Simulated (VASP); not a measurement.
A run of VASP 6.6.1:

INCAR

```
SYSTEM = Cr
PREC = Accurate
ENCUT = 520
EDIFF = 1E-6
ISMEAR = -1
SIGMA = 0.05
LREAL = .FALSE.
LASPH = .TRUE.
NELM = 150
ALGO = Normal
ISIF = 2
LWAVE = .FALSE.
LCHARG = .FALSE.
ISPIN = 2
MAGMOM = 1.5 -1.5
LORBIT = 11
LMAXMIX = 4
GGA = CA
NBANDS = 23
```

The input KPOINTS:

```
Automatic mesh
0
G
  13 13 13
  0 0 0
```

The input POSCAR:

```
Cr
1.0
    0.0000000000      2.3134316388      2.3134316388
    2.3134316388      0.0000000000      2.3134316388
    2.3134316388      2.3134316388      0.0000000000
Cr
2
Direct
    0.0000000000      0.0000000000      0.0000000000
    0.5000000000      0.5000000000      0.5000000000
```

Potentials or basis: VASP PAW LDA potentials, release 64 (Cr_pv).

Launch:

```console
$ cat potpaw_LDA.64/Cr_pv/POTCAR > POTCAR
$ mpirun -np 1 vasp_std > vasp.out
```

Hardware: 1 thread of Intel Xeon 8259CL (shared host).

Question: Estimate the wall time of this run.

Answer: It took 69 s on 1 thread of Intel Xeon 8259CL (shared host), peak memory 0.18 GiB. Counts: scf iterations 15, k points 84.
